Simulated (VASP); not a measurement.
# NaI (Fm-3m) in VASP: further runs, part 2 of 2

VASP 6.6.1. The steps go on from the part before.

## Step 5: Single point, HSE06

POSCAR reads:

```
NaI
1.0
    0.0000000000      3.2364000000      3.2364000000
    3.2364000000      0.0000000000      3.2364000000
    3.2364000000      3.2364000000      0.0000000000
I Na
1 1
Direct
    0.5000000000      0.5000000000      0.5000000000
    0.0000000000      0.0000000000      0.0000000000
```

INCAR.step1 reads:

```
ALGO     = Normal         # electronic algorithm
EDIFF    = 1E-5           # SCF threshold, eV
ENCUT    = 520            # plane-wave cutoff, eV
GGA      = PE             # functional
ISIF     = 2              # what is computed and relaxed
ISMEAR   = -1             # smearing method
LASPH    = True           # aspherical terms in the spheres
LCHARG   = False          # write CHGCAR
LREAL    = False          # projectors in reciprocal space
LWAVE    = True           # write WAVECAR
NBANDS   = 14             # bands
NELM     = 60             # most SCF steps
PREC     = Accurate       # precision mode
SIGMA    = 0.05           # smearing width, eV
```

INCAR.step2 reads:

```
ALGO     = Normal         # electronic algorithm
EDIFF    = 1E-6           # SCF threshold, eV
ENCUT    = 520            # plane-wave cutoff, eV
GGA      = PE             # functional
HFSCREEN = 0.2079         # screening, 1/A
ISIF     = 2              # what is computed and relaxed
ISMEAR   = -1             # smearing method
ISTART   = 1            
LASPH    = True           # aspherical terms in the spheres
LCHARG   = False          # write CHGCAR
LHFCALC  = True           # exact exchange
LREAL    = False          # projectors in reciprocal space
LWAVE    = False          # write WAVECAR
NBANDS   = 14             # bands
NELM     = 60             # most SCF steps
PREC     = Accurate       # precision mode
PRECFOCK = Normal       
SIGMA    = 0.05           # smearing width, eV
```

KPOINTS reads:

```
k-points
0
Gamma
  4 4 4
```

Potentials or basis: VASP PAW PBE potentials, release 64 (I, Na_pv).

Command:

```bash
cat potpaw_PBE.64/I/POTCAR potpaw_PBE.64/Na_pv/POTCAR > POTCAR
cp INCAR.step1 INCAR
mpirun -np 1 vasp_std > vasp.out
cp INCAR.step2 INCAR
mpirun -np 1 vasp_std > vasp.out
```

OUTCAR:

```text
EDIFF = 1E-6
   ENCUT = 520
   GGA = PE
   HFSCREEN = 0.2079
   ISIF = 2
   ISMEAR = -1
   ISTART = 1
   LASPH = True
   LHFCALC = True
   LREAL = False
   NELM = 60
   PREC = Accurate
   PRECFOCK = Normal

 ion  position               nearest neighbor table
   1  0.500  0.500  0.500-
   2  0.000  0.000  0.000-

  LATTYP: Found a face centered cubic cell.
 ALAT       =     6.4728000000

  Lattice vectors:

 A1 = (   0.0000000000,   3.2364000000,   3.2364000000)
 A2 = (   3.2364000000,   0.0000000000,   3.2364000000)
 A3 = (   3.2364000000,   3.2364000000,   0.0000000000)

Analysis of symmetry for initial positions (statically):
=====================================================================
 Subroutine PRICEL returns:
 Original cell was already a primitive cell.

 Routine SETGRP: Setting up the symmetry group for a
 face centered cubic supercell.

 Subroutine GETGRP returns: Found 48 space group operations
 (whereof 48 operations were pure point group operations)
 out of a pool of 48 trial point group operations.

The static configuration has the point symmetry O_h .

Analysis of symmetry for dynamics (positions and initial velocities):
=====================================================================
 Subroutine PRICEL returns:
 Original cell was already a primitive cell.

 Routine SETGRP: Setting up the symmetry group for a
 face centered cubic supercell.

 Subroutine GETGRP returns: Found 48 space group operations
 (whereof 48 operations were pure point group operations)
 out of a pool of 48 trial point group operations.

The dynamic configuration has the point symmetry O_h .

 Subroutine INISYM returns: Found 48 space group operations
 (whereof 48 operations are pure point group operations),
 and found     1 'primitive' translations

----------------------------------------------------------------------------------------

                                     Primitive cell

  volume of cell :      67.7980

  direct lattice vectors                    reciprocal lattice vectors
     0.000000000  3.236400000  3.236400000    -0.154492646  0.154492646  0.154492646
     3.236400000  0.000000000  3.236400000     0.154492646 -0.154492646  0.154492646
     3.236400000  3.236400000  0.000000000     0.154492646  0.154492646 -0.154492646

  length of vectors
     4.576960773  4.576960773  4.576960773     0.267589113  0.267589113  0.267589113

  position of ions in fractional coordinates (direct lattice)
     0.500000000  0.500000000  0.500000000
     0.000000000  0.000000000  0.000000000

  ion indices of the primitive-cell ions
   primitive index   ion index
                 1           1
                 2           2

----------------------------------------------------------------------------------------

 KPOINTS: k-points

Automatic generation of k-mesh.
 Grid dimensions read from file:
 generate k-points for:    4    4    4

 Generating k-lattice:

  Cartesian coordinates                     Fractional coordinates (reciprocal lattice)
    -0.038623162  0.038623162  0.038623162     0.250000000  0.000000000  0.000000000
     0.038623162 -0.038623162  0.038623162     0.000000000  0.250000000  0.000000000
[... 31 lines left out ...]
 SYSTEM =  unknown system
   PREC   = accura    normal or accurate (medium, high low for compatibility)
   ISTART =      1    job   : 0-new  1-cont  2-samecut
   ICHARG =      0    charge: 1-file 2-atom 10-const
   ISPIN  =      1    spin polarized calculation?
   LNONCOLLINEAR =      F non collinear calculations
   LSORBIT =      F    spin-orbit coupling
   LASPH  =      T    aspherical Exc in radial PAW
   ENCUT  =  520.0 eV  38.22 Ry    6.18 a.u.   8.51  8.51  8.51*2*pi/ulx,y,z
   NELM   =     60;   NELMIN=  2; NELMDL=  0     # of ELM steps
   EDIFF  = 0.1E-05   stopping-criterion for ELM
   LREAL  =      F    real-space projection
   EDIFFG = 0.1E-04   stopping-criterion for IOM
   NSW    =      0    number of steps for IOM
   IBRION =     -1    ionic relax: 0-MD 1-quasi-New 2-CG
   NFREE  =      0    steps in history (QN), initial steepest desc. (CG)
   ISIF   =      2    stress and relaxation
   ISYM   =      3    0-nonsym 1-usesym 2-fastsym
   POTIM  = 0.5000    time-step for ionic-motion
   TEBEG  =    0.0;   TEEND  =   0.0 temperature during run
   PSTRESS=    0.0 pullay stress
   NELECT =      14.0000    total number of electrons
   NUPDOWN=      -1.0000    fix difference up-down
   EMIN   =  10.00;   EMAX   =-10.00  energy-range for DOS
   EFERMI =   0.00;   METHOD = LEGACY
   ISMEAR =    -1;   SIGMA  =   0.05  broadening in eV -4-tet -1-fermi 0-gaus
   EFERMI_NEDOS =   21; number of points for ismear=-14 and -15
   IALGO  =     38    algorithm
   IMIX   =      1    mixing-type and parameters
     AMIX     =   0.40;   BMIX     =  1.00
     AMIX_MAG =   1.60;   BMIX_MAG =  1.00
  volume/ion in A,a.u.               =      33.90       228.76
  Fermi-wavevector in a.u.,A,eV,Ry     =   0.967636  1.828567 12.739397  0.936319
  Thomas-Fermi vector in A             =   2.097538
   LORBIT       =      0    0 simple, 1 ext, 2 COOP (PROOUT), +10 PAW based schemes
   GGA     = PE    functional components
   LHFCALC =     T    Hartree Fock is set to
   PRECFOCK=normal    Normal, Fast or Accurate (Low or Medium for compatibility)
   ENCUT4O =  -1.0   cutoff for four orbital integrals eV
   NKREDX  =     1    reduce k-point grid by
   NKREDY  =     1    reduce k-point grid by
   NKREDZ  =     1    reduce k-point grid by
   AEXX    =    0.2500 exact exchange contribution
   HFSCREEN=    0.2079 screening length (either q_TF or 0.3 A-1)
   HFSCREENC=   0.2079 screening length for correlation (either q_TF or 0.3 A-1)
   ENCUTFOCK=  -1.0 apply spherical cutoff to Coloumb kernel
   IVDW    =     0    specifies the selected vdW correction
   LEPSILON=     F    determine dielectric tensor
   LRPA    =     F    only Hartree local field effects (RPA)
 non-spin polarized calculation
  energy-cutoff  :      520.00
  volume of cell :       67.80
 maximum number of plane-waves:      1850
 NGX is ok and might be reduce to    36
  NGX = 28; NGY = 28; NGZ = 28

 number of electron      13.9999993 magnetization

 Free energy of the ion-electron system (eV)
  ---------------------------------------------------
  ext. energy  EPLUGINS =         0.00000000
  ---------------------------------------------------
  free energy    TOTEN  =        -6.25592570 eV

  energy without entropy =       -6.25592570  energy(sigma->0) =       -6.25592570

 E-fermi :   1.1865     XC(G=0):  -6.4581

 val. band max:        0.0959008896   @ k =   0.0000   0.0000   0.0000
 cond. band min:       4.7491808229   @ k =   0.0000   0.0000   0.0000
 fundamental gap:      4.6532799333
 Fermi energy:         1.1865046858

 k-point     1 :       0.0000    0.0000    0.0000
  band No.  band energies     occupation
      1     -24.6995      2.00000
      2     -24.6995      2.00000
      3     -24.6995      2.00000
      4     -11.8645      2.00000
      5       0.0959      2.00000
      6       0.0959      2.00000
      7       0.0959      2.00000
      8       4.7492      0.00000
      9       9.1058      0.00000
     10       9.1058      0.00000
     11       9.1058      0.00000
     12      11.0457      0.00000
     13      11.0457      0.00000
     14      11.6265      0.00000
[... 105 lines left out ...]
      1     -24.7023      2.00000
      2     -24.7023      2.00000
      3     -24.7012      2.00000
      4     -11.4100      2.00000
      5      -1.4109      2.00000
      6      -1.4109      2.00000
      7      -0.8828      2.00000
      8       7.0080      0.00000
      9       8.6299      0.00000
     10       8.6299      0.00000
     11       9.1507      0.00000
     12      13.3865      0.00000
     13      13.3866      0.00000
     14      14.1468      0.00000

------------------------ aborting loop because EDIFF is reached ----------------------------------------

  FORCE on cell =-STRESS in cart. coord.  units (eV):
  Direction    XX          YY          ZZ          XY          YZ          ZX
  --------------------------------------------------------------------------------------
  -------------------------------------------------------------------------------------
  Total        0.0695589      0.0695589      0.0695589      0.0000000      0.0000000      0.0000000
  in kB        1.6437907      1.6437907      1.6437907      0.0000000      0.0000000      0.0000000
  external PRESSURE =       1.6437907 kB  Pullay stress =       0.0000000 kB

 VOLUME and BASIS-vectors are now :
 -----------------------------------------------------------------------------
  energy-cutoff  :      520.00
  volume of cell :       67.80
      direct lattice vectors                 reciprocal lattice vectors
     0.000000000  3.236400000  3.236400000    -0.154492646  0.154492646  0.154492646
     3.236400000  0.000000000  3.236400000     0.154492646 -0.154492646  0.154492646
     3.236400000  3.236400000  0.000000000     0.154492646  0.154492646 -0.154492646

 POSITION                                       TOTAL-FORCE (eV/Angst)
 -----------------------------------------------------------------------------------
      3.23640      3.23640      3.23640         0.000000     -0.000000      0.000000
      0.00000      0.00000      0.00000        -0.000000      0.000000     -0.000000
 -----------------------------------------------------------------------------------
    total drift:                               -0.000001     -0.000002     -0.000001

  FREE ENERGIE OF THE ION-ELECTRON SYSTEM (eV)
  ---------------------------------------------------
  free  energy   TOTEN  =        -6.2559257033 eV

  energy  without entropy=       -6.2559257032  energy(sigma->0) =       -6.25592570
```

Run time: 8.5 min. Hardware: 1 thread of AMD EPYC 7R43 (Zen 3), shared host; peak memory 0.27 GiB.

What came out:

- Free energy: -6.2559 eV
- Pressure: 0.2 GPa
- Band gap on the k mesh: 4.65 eV, direct

Levels at points of the mesh, in eV from the valence-band top:
| k point | band 3 | band 4 | band 5 | band 6 | band 7 | band 8 | band 9 | band 10 | band 11 | band 12 |
| --- | --- | --- | --- | --- | --- | --- | --- | --- | --- | --- |
| (0.00, 0.00, 0.00) | -24.80 | -11.96 | 0.00 | 0.00 | 0.00 | 4.65 | 9.01 | 9.01 | 9.01 | 10.95 |
| (0.50, 0.00, 0.00) | -24.80 | -11.60 | -2.33 | -0.30 | -0.30 | 6.07 | 8.54 | 8.54 | 10.03 | 11.47 |
| (0.50, 0.50, 0.00) | -24.80 | -11.51 | -2.05 | -0.80 | -0.80 | 5.53 | 6.51 | 11.08 | 12.61 | 12.61 |

Caveat: the k points lie up to 0.42 Å⁻¹ apart; the PAW data sets were made with another functional, which shifts forces and pressure a little; spin-orbit coupling is left out, which moves the levels of the heavy elements.

## Step 6: Single point, PBEsol

INCAR reads:

```
PREC = Accurate ; ENCUT = 500
EDIFF = 1E-6 ; ISMEAR = -1
SIGMA = 0.05 ; LREAL = False
LASPH = True ; NELM = 120
ALGO = Normal ; ISIF = 2
LWAVE = False ; LCHARG = True
GGA = PS ; LELF = True
LVHAR = True ; NBANDS = 14
GGA_COMPAT = False
```

KPOINTS reads:

```
regular mesh
0
Gamma
  6 6 6
```

POSCAR is that of step 5.

Potentials or basis: VASP PAW PBE potentials, release 64 (I, Na_pv).

Command:

```bash
cat potpaw_PBE.64/I/POTCAR potpaw_PBE.64/Na_pv/POTCAR > POTCAR
mpirun -np 1 vasp_std > vasp.out
```

OUTCAR:

```text
PREC = Accurate
   ENCUT = 500
   EDIFF = 1E-6
   ISMEAR = -1
   LREAL = False
   LASPH = True
   NELM = 120
   ISIF = 2
   GGA = PS

 ion  position               nearest neighbor table
   1  0.500  0.500  0.500-
   2  0.000  0.000  0.000-

  LATTYP: Found a face centered cubic cell.
 ALAT       =     6.4728000000

  Lattice vectors:

[... 444 lines left out ...]
     12      12.2183      0.00000
     13      13.0781      0.00000
     14      13.3054      0.00000

------------------------ aborting loop because EDIFF is reached ----------------------------------------

  FORCE on cell =-STRESS in cart. coord.  units (eV):
  Direction    XX          YY          ZZ          XY          YZ          ZX
  --------------------------------------------------------------------------------------
  -------------------------------------------------------------------------------------
  Total       -0.2043937     -0.2043937     -0.2043937      0.0000000     -0.0000000      0.0000000
  in kB       -4.8301606     -4.8301606     -4.8301606      0.0000000     -0.0000000      0.0000000
  external PRESSURE =      -4.8301606 kB  Pullay stress =       0.0000000 kB

 VOLUME and BASIS-vectors are now :
 -----------------------------------------------------------------------------
  energy-cutoff  :      500.00
  volume of cell :       67.80
      direct lattice vectors                 reciprocal lattice vectors
     0.000000000  3.236400000  3.236400000    -0.154492646  0.154492646  0.154492646
     3.236400000  0.000000000  3.236400000     0.154492646 -0.154492646  0.154492646
     3.236400000  3.236400000  0.000000000     0.154492646  0.154492646 -0.154492646

 POSITION                                       TOTAL-FORCE (eV/Angst)
 -----------------------------------------------------------------------------------
      3.23640      3.23640      3.23640        -0.000000      0.000000     -0.000000
      0.00000      0.00000      0.00000         0.000000     -0.000000      0.000000
 -----------------------------------------------------------------------------------
    total drift:                                0.000000      0.000000      0.000000

  FREE ENERGIE OF THE ION-ELECTRON SYSTEM (eV)
  ---------------------------------------------------
  free  energy   TOTEN  =        -5.6667014446 eV

  energy  without entropy=       -5.6667014445  energy(sigma->0) =       -5.66670144
```

stdout:

```text
POSCAR found type information on POSCAR I Na
 POSCAR found :  2 types and       2 ions
 scaLAPACK will be used
 -----------------------------------------------------------------------------
|                                                                             |
|                                                                             |
|     You enforced a specific xc type in the INCAR file but a different       |
|     I HOPE YOU KNOW WHAT YOU ARE DOING!                                     |
|                                                                             |
 -----------------------------------------------------------------------------

 LDA part: xc-table for (Slater+PW92), standard interpolation
 POSCAR, INCAR and KPOINTS ok, starting setup
 FFT: planning ... GRIDC
 FFT: planning ... GRID_SOFT
 FFT: planning ... GRID
 WAVECAR not read
 entering main loop
```

Wall time 15 s (1 thread of AMD EPYC 7R13, shared host); peak memory 0.2 GiB.

Results:

- Free energy: -5.6667 eV
- Pressure: -0.5 GPa
- Band gap on the k mesh: 3.51 eV, direct

Caveat: the PAW data sets were made with another functional, which shifts forces and pressure a little; spin-orbit coupling is left out, which moves the levels of the heavy elements. Expect the measured gap to be larger: semilocal functionals such as PBEsol lack the derivative discontinuity.

## Step 7: The runs side by side

| level | k mesh | cutoff (eV) | smearing | grid for exact exchange (PRECFOCK) | screening parameter | gap on the mesh (eV) | pressure (GPa) |
| --- | --- | --- | --- | --- | --- | --- | --- |
| PBEsol | 8 × 8 × 8 | 520 | gaussian 0.01 eV | - | - | 3.51 | -0.5 |
| r2SCAN | 8 × 8 × 8 | 520 | gaussian 0.01 eV | - | - | 4.44 | -0.2 |
| HSE06 | 4 × 4 × 4 | 520 | gaussian 0.01 eV | Normal | 0.2079 1/Å | 4.65 | 0.2 |
| HSE06 | 4 × 4 × 4 | 520 | fermi-dirac 0.05 eV | Normal | 0.2079 1/Å | 4.65 | 0.2 |
| PBEsol | 6 × 6 × 6 | 500 | fermi-dirac 0.05 eV | - | - | 3.51 | -0.5 |

Alike in all rows: task single point; potentials or basis VASP PAW PBE potentials, release 64 (I, Na_pv); no spin polarisation; cell as given.

Caveats: some runs use coarse meshes; the PAW data sets were made with another functional, which shifts forces and pressure a little; spin-orbit coupling is left out, which moves the levels of the heavy elements.

Absolute energies hang on the potentials; compare differences alone.
